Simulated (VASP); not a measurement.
Here is a VASP 6.6.1 calculation.

Contents of INCAR:

```
SYSTEM = BaTe
ALGO = Normal ; EDIFF = 1E-6
EDIFFG = -0.01 ; ENCUT = 600
GGA = PE ; IBRION = 2
ISIF = 4 ; ISMEAR = 0
LASPH = .TRUE. ; LCHARG = .FALSE.
LREAL = .FALSE. ; LWAVE = .FALSE.
NELM = 80 ; NSW = 50
PREC = Accurate ; SIGMA = 0.02
```

File KPOINTS:

```
k-points
0
G
  9 9 6
  0 0 0
```

Contents of POSCAR:

```
BaTe
1.0
    4.9078773308      0.0000000000      0.0000000000
   -2.4539386654      4.2503464471      0.0000000000
    0.0000000000      0.0000000000      4.4830927905
Ba Te
1 1
Direct
    0.3333333333      0.6666666667      0.5000000000
    0.0000000000      0.0000000000      0.0000000000
```

Potentials or basis: VASP PAW PBE potentials, release 64 (Ba_sv, Te).

Run with:

```sh
$ cat potpaw_PBE.64/Ba_sv/POTCAR potpaw_PBE.64/Te/POTCAR > POTCAR
$ mpirun -np 1 vasp_std > vasp.out
```

What does it give for the band gap on the k mesh?

1.55 eV, direct.

Final structure:
```
CELL_PARAMETERS angstrom
4.91127 0.00000 0.00000
-2.45564 4.25329 0.00000
0.00000 0.00000 4.47690
ATOMIC_POSITIONS crystal
Ba 0.33333 0.66667 0.50000
Te 0.00000 0.00000 0.00000
```

Caveat: spin-orbit coupling is left out, which moves the levels of the heavy elements. A k mesh can miss the band edges.
